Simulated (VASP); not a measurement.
# ZrN (Fm-3m) in VASP: vibrations by perturbation theory with PBEsol

Aim: the vibrations by perturbation theory of ZrN with PBEsol.

All numbers are computed with VASP 6.6.1; they aren't measurements. Logs are shortened: lines on timing, memory, paths and dates and some standing lists are left out, and cuts for length are marked.

### 1 The cell of the first run

The structure is cubic, space group Fm-3m (No. 225). The conventional cell has a = 4.559 Å, b = 4.559 Å, c = 4.559 Å, α = 90.00°, β = 90.00°, γ = 90.00°. Within 3.0 Å of Zr (site symmetry m-3m) lie 6 N at 2.28 Å. N (site symmetry m-3m) has 6 Zr at 2.28 Å within 3.0 Å.

### 2 Vibrations by perturbation theory, PBEsol

File INCAR:

```
PREC = Accurate
ENCUT = 600
EDIFF = 1E-8
ISMEAR = -1
SIGMA = 0.15
LREAL = False
LASPH = True
NELM = 120
ALGO = Normal
ISIF = 2
LWAVE = False
LCHARG = True
GGA = PS
IBRION = 8
NSW = 1
GGA_COMPAT = False
```

File KPOINTS:

```
Automatic mesh
0
Gamma
  16 16 16
```

File POSCAR:

```
ZrN
1.0
    0.0000000000      2.2793691761      2.2793691761
    2.2793691761      0.0000000000      2.2793691761
    2.2793691761      2.2793691761      0.0000000000
Zr N
1 1
Direct
    0.0000000000      0.0000000000      0.0000000000
    0.5000000000      0.5000000000      0.5000000000
```

Potentials or basis: VASP PAW PBE potentials, release 64 (Zr_sv, N).

Command:

```bash
cat potpaw_PBE.64/Zr_sv/POTCAR potpaw_PBE.64/N/POTCAR > POTCAR
mpirun -np 1 vasp_std > vasp.out
```

OUTCAR:

```text
PREC = Accurate
   ENCUT = 600
   EDIFF = 1E-8
   ISMEAR = -1
   LREAL = False
   LASPH = True
   NELM = 120
   ISIF = 2
   GGA = PS
   IBRION = 8
   NSW = 1

 ion  position               nearest neighbor table
   1  0.000  0.000  0.000-   2 2.28   2 2.28   2 2.28   2 2.28   2 2.28   2 2.28
   2  0.500  0.500  0.500-   1 2.28   1 2.28   1 2.28   1 2.28   1 2.28   1 2.28

  LATTYP: Found a face centered cubic cell.
 ALAT       =     4.5587383522

  Lattice vectors:

 A1 = (   0.0000000000,   2.2793691761,   2.2793691761)
 A2 = (   2.2793691761,   0.0000000000,   2.2793691761)
 A3 = (   2.2793691761,   2.2793691761,   0.0000000000)

Analysis of symmetry for initial positions (statically):
=====================================================================
 Subroutine PRICEL returns:
 Original cell was already a primitive cell.

 Routine SETGRP: Setting up the symmetry group for a
 face centered cubic supercell.

 Subroutine GETGRP returns: Found 48 space group operations
 (whereof 48 operations were pure point group operations)
 out of a pool of 48 trial point group operations.

The static configuration has the point symmetry O_h .

Analysis of symmetry for dynamics (positions and initial velocities):
=====================================================================
 Subroutine PRICEL returns:
 Original cell was already a primitive cell.

 Routine SETGRP: Setting up the symmetry group for a
 face centered cubic supercell.

 Subroutine GETGRP returns: Found 48 space group operations
 (whereof 48 operations were pure point group operations)
 out of a pool of 48 trial point group operations.

The dynamic configuration has the point symmetry O_h .

 Subroutine INISYM returns: Found 48 space group operations
 (whereof 48 operations are pure point group operations),
 and found     1 'primitive' translations

----------------------------------------------------------------------------------------

                                     Primitive cell

  volume of cell :      23.6850

  direct lattice vectors                    reciprocal lattice vectors
     0.000000000  2.279369176  2.279369176    -0.219358937  0.219358937  0.219358937
     2.279369176  0.000000000  2.279369176     0.219358937 -0.219358937  0.219358937
     2.279369176  2.279369176  0.000000000     0.219358937  0.219358937 -0.219358937

  length of vectors
     3.223514802  3.223514802  3.223514802     0.379940824  0.379940824  0.379940824

  position of ions in fractional coordinates (direct lattice)
     0.000000000  0.000000000  0.000000000
     0.500000000  0.500000000  0.500000000

  ion indices of the primitive-cell ions
   primitive index   ion index
                 1           1
                 2           2

----------------------------------------------------------------------------------------

 KPOINTS: Automatic mesh

Automatic generation of k-mesh.
 Grid dimensions read from file:
 generate k-points for:   16   16   16

 Generating k-lattice:

  Cartesian coordinates                     Fractional coordinates (reciprocal lattice)
    -0.013709934  0.013709934  0.013709934     0.062500000  0.000000000  0.000000000
     0.013709934 -0.013709934  0.013709934     0.000000000  0.062500000  0.000000000
     0.013709934  0.013709934 -0.013709934     0.000000000  0.000000000  0.062500000

  Length of vectors
     0.023746302  0.023746302  0.023746302

  Shift w.r.t. Gamma in fractional coordinates (k-lattice)
     0.000000000  0.000000000  0.000000000

 Subroutine IBZKPT returns following result:
 ===========================================

 Found    145 irreducible k-points:

 Following reciprocal coordinates:
            Coordinates               Weight
  0.000000  0.000000  0.000000      1.000000
  0.062500  0.000000  0.000000      8.000000
  0.125000  0.000000  0.000000      8.000000
  0.187500  0.000000  0.000000      8.000000
  0.250000  0.000000  0.000000      8.000000
  0.312500  0.000000  0.000000      8.000000
[... 16 lines left out ...]
 -0.125000  0.062500  0.000000     24.000000
 -0.062500  0.062500  0.000000     12.000000
 [... further k-points ...]
   k-points           NKPTS =    145   k-points in BZ     NKDIM =    145   number of bands    NBANDS=     12
   number of dos      NEDOS =    301   number of ions     NIONS =      2
   total plane-waves  NPLWV =  21952
   dimension x,y,z NGX =    28 NGY =   28 NGZ =   28
   dimension x,y,z NGXF=    56 NGYF=   56 NGZF=   56
   ions per type =               1   1
   NGX,Y,Z   is equivalent  to a cutoff of  14.44, 14.44, 14.44 a.u.
   NGXF,Y,Z  is equivalent  to a cutoff of  28.88, 28.88, 28.88 a.u.
 SYSTEM =  unknown system
   PREC   = accura    normal or accurate (medium, high low for compatibility)
   ISTART =      0    job   : 0-new  1-cont  2-samecut
   ICHARG =      2    charge: 1-file 2-atom 10-const
   ISPIN  =      1    spin polarized calculation?
   LNONCOLLINEAR =      F non collinear calculations
   LSORBIT =      F    spin-orbit coupling
   LASPH  =      T    aspherical Exc in radial PAW
   ENCUT  =  600.0 eV  44.10 Ry    6.64 a.u.   6.44  6.44  6.44*2*pi/ulx,y,z
   NELM   =    120;   NELMIN=  2; NELMDL= -5     # of ELM steps
   EDIFF  = 0.1E-07   stopping-criterion for ELM
   LREAL  =      F    real-space projection
   EDIFFG = 0.1E-06   stopping-criterion for IOM
   NSW    =      1    number of steps for IOM
   IBRION =      8    ionic relax: 0-MD 1-quasi-New 2-CG
   NFREE  =      0    steps in history (QN), initial steepest desc. (CG)
   ISIF   =      2    stress and relaxation
   ISYM   =      2    0-nonsym 1-usesym 2-fastsym
   POTIM  = 0.5000    time-step for ionic-motion
   TEBEG  =    0.0;   TEEND  =   0.0 temperature during run
   PSTRESS=    0.0 pullay stress
   NELECT =      17.0000    total number of electrons
   NUPDOWN=      -1.0000    fix difference up-down
   EMIN   =  10.00;   EMAX   =-10.00  energy-range for DOS
   EFERMI =   0.00;   METHOD = LEGACY
   ISMEAR =    -1;   SIGMA  =   0.15  broadening in eV -4-tet -1-fermi 0-gaus
   EFERMI_NEDOS =   21; number of points for ismear=-14 and -15
   IALGO  =     38    algorithm
   IMIX   =      4    mixing-type and parameters
     AMIX     =   0.40;   BMIX     =  1.00
     AMIX_MAG =   1.60;   BMIX_MAG =  1.00
  volume/ion in A,a.u.               =      11.84        79.92
  Fermi-wavevector in a.u.,A,eV,Ry     =   1.465772  2.769908 29.231954  2.148488
  Thomas-Fermi vector in A             =   2.581589
   LORBIT       =      0    0 simple, 1 ext, 2 COOP (PROOUT), +10 PAW based schemes
   GGA     = PS    functional components
   LHFCALC =     F    Hartree Fock is set to
   AEXX    =    0.0000 exact exchange contribution
   IVDW    =     0    specifies the selected vdW correction
   LEPSILON=     F    determine dielectric tensor
   LRPA    =     F    only Hartree local field effects (RPA)
 non-spin polarized calculation
  energy-cutoff  :      600.00
  volume of cell :       23.69
 maximum number of plane-waves:       817
 NGX is ok and might be reduce to    28
   NGX = 13   NGY = 13   NGZ = 13

--------------------------------------- Ionic step        1  -------------------------------------------

 number of electron      17.0000000 magnetization

 Free energy of the ion-electron system (eV)
  ---------------------------------------------------
  ext. energy  EPLUGINS =         0.00000000
  ---------------------------------------------------
  free energy    TOTEN  =       -21.57823995 eV

  energy without entropy =      -21.53137200  energy(sigma->0) =      -21.55480598

 E-fermi :  12.0360     XC(G=0): -12.7697

 val. band max:       12.0340645424   @ k =  -0.1250   0.0625   0.0000
 cond. band min:      12.0427742936   @ k =  -0.4375   0.3125   0.1250
 fundamental gap:      0.0087097513
 Fermi energy:        12.0360267567

 k-point     1 :       0.0000    0.0000    0.0000
  band No.  band energies     occupation
      1     -37.3591      2.00000
      2     -14.9906      2.00000
      3     -14.9906      2.00000
      4     -14.9906      2.00000
      5      -4.2366      2.00000
      6       9.3848      2.00000
      7       9.3848      2.00000
      8       9.3848      2.00000
      9      11.6157      1.88561
     10      11.6157      1.88561
     11      11.6157      1.88561
     12      13.6534      0.00004
[... 331 lines left out ...]
 k-point    24 :      -0.0625    0.0625    0.0000
  band No.  band energies     occupation
      1     -37.3439      2.00000
      2     -15.1194      2.00000
      3     -15.0209      2.00000
      4     -14.9918      2.00000
      5      -4.0174      2.00000
      6       8.4713      2.00000
      7       8.6977      2.00000
      8       9.0398      2.00000
      9      11.7720      1.70652
     10      11.8086      1.63986
     11      12.2056      0.48824
     12      14.0057      0.00000

 [... further k-points ...]

------------------------ aborting loop because EDIFF is reached ----------------------------------------

  FORCE on cell =-STRESS in cart. coord.  units (eV):
  Direction    XX          YY          ZZ          XY          YZ          ZX
  --------------------------------------------------------------------------------------
  -------------------------------------------------------------------------------------
  Total       -0.1055027     -0.1055027     -0.1055027      0.0000000      0.0000000      0.0000000
  in kB       -7.1367423     -7.1367423     -7.1367423      0.0000000      0.0000000      0.0000000
  external PRESSURE =      -7.1367423 kB  Pullay stress =       0.0000000 kB

 VOLUME and BASIS-vectors are now :
 -----------------------------------------------------------------------------
  energy-cutoff  :      600.00
  volume of cell :       23.69
      direct lattice vectors                 reciprocal lattice vectors
     0.000000000  2.279369176  2.279369176    -0.219358937  0.219358937  0.219358937
     2.279369176  0.000000000  2.279369176     0.219358937 -0.219358937  0.219358937
     2.279369176  2.279369176  0.000000000     0.219358937  0.219358937 -0.219358937

 POSITION                                       TOTAL-FORCE (eV/Angst)
 -----------------------------------------------------------------------------------
      0.00000      0.00000      0.00000        -0.000000     -0.000000     -0.000000
      2.27937      2.27937      2.27937         0.000000      0.000000      0.000000
 -----------------------------------------------------------------------------------
    total drift:                                0.000000      0.000000      0.000000

  FREE ENERGIE OF THE ION-ELECTRON SYSTEM (eV)
  ---------------------------------------------------
  free  energy   TOTEN  =       -21.5782399496 eV

  energy  without entropy=      -21.5313720016  energy(sigma->0) =      -21.55480598

[... ionic steps 2 to 3 ...]

--------------------------------------- Ionic step        4  -------------------------------------------

------------------------ aborting loop because EDIFF is reached ----------------------------------------

[... ionic steps 5 to 6 ...]

--------------------------------------- Ionic step        7  -------------------------------------------

 Free energy of the ion-electron system (eV)
  ---------------------------------------------------
  ---------------------------------------------------
  free energy    TOTEN  =        -0.23154479 eV

  energy without entropy =       -0.23154479

------------------------ aborting loop because EDIFF is reached ----------------------------------------

 INTERNAL STRAIN TENSOR  FOR ION    2  DIRECTION 1   (eV/Angst):
 -----------------------------------------------------------------------------
     0.00695 -0.00000 -0.00000
    -0.00000 -0.00590  0.00000
     0.00000  0.00000 -0.00590

 INTERNAL STRAIN TENSOR FOR ION    2 for displacements in x,y,z  (eV/Angst):
          X           Y           Z          XY          YZ          ZX
  --------------------------------------------------------------------------------
  x     0.00000     0.00000     0.00000     0.00000     0.00000     0.00000
  y     0.00000     0.00000     0.00000     0.00000     0.00000     0.00000
  z     0.00000     0.00000     0.00000     0.00000     0.00000     0.00000

 SECOND DERIVATIVES (NOT SYMMETRIZED)
 ------------------------------------
               1X          1Y          1Z          2X          2Y          2Z
  1X   -11.183421    0.000000    0.000000   11.183421    0.000000    0.000000
  1Y     0.000000  -11.183421    0.000000    0.000000   11.183421    0.000000
  1Z     0.000000    0.000000  -11.183421    0.000000    0.000000   11.183421
  2X    11.129134    0.000000    0.000000  -11.129134    0.000000    0.000000
  2Y     0.000000   11.129134    0.000000    0.000000  -11.129134    0.000000
  2Z     0.000000    0.000000   11.129134    0.000000    0.000000  -11.129134

 Eigenvectors and eigenvalues of the dynamical matrix
 ----------------------------------------------------

   1 f  =   14.974345 THz    94.086584 2PiTHz  499.490380 cm-1    61.928886 meV
             X         Y         Z           dx          dy          dz
      0.000000  0.000000  0.000000     0.000000    0.365541    0.000000
      2.279369  2.279369  2.279369     0.000000   -0.930795    0.000000
[... 21 lines left out ...]
   6 f/i=    0.012396 THz     0.077888 2PiTHz    0.413493 cm-1     0.051267 meV
             X         Y         Z           dx          dy          dz
      0.000000  0.000000  0.000000     0.000000   -0.930795    0.000000
      2.279369  2.279369  2.279369     0.000000   -0.365541    0.000000

--------------------------------------------------------------------------------------------------------

 ELASTIC MODULI CONTR FROM IONIC RELAXATION (kBar)
 Direction    XX          YY          ZZ          XY          YZ          ZX
 --------------------------------------------------------------------------------
 XX           0.0000      0.0000      0.0000      0.0000      0.0000      0.0000
 YY           0.0000      0.0000      0.0000      0.0000      0.0000      0.0000
 ZZ           0.0000      0.0000      0.0000      0.0000      0.0000      0.0000
 XY           0.0000      0.0000      0.0000      0.0000      0.0000      0.0000
 YZ           0.0000      0.0000      0.0000      0.0000      0.0000      0.0000
 ZX           0.0000      0.0000      0.0000      0.0000      0.0000      0.0000
 --------------------------------------------------------------------------------
```

Wall time 9.8 min (1 thread of Intel Xeon 6975P-C, shared host); peak memory 0.41 GiB.

Results:

```yaml
Highest_phonon_frequency_at_Γ_LO-TO_splitting_left_out: 499 cm⁻¹
```

Phonon frequencies in cm⁻¹ (negative: imaginary):
```
              q point        frequencies
(0.000, 0.000, 0.000)  0 0 0 499 499 499
```

Caveat: the PAW data sets were made with another functional, which shifts forces and pressure a little.
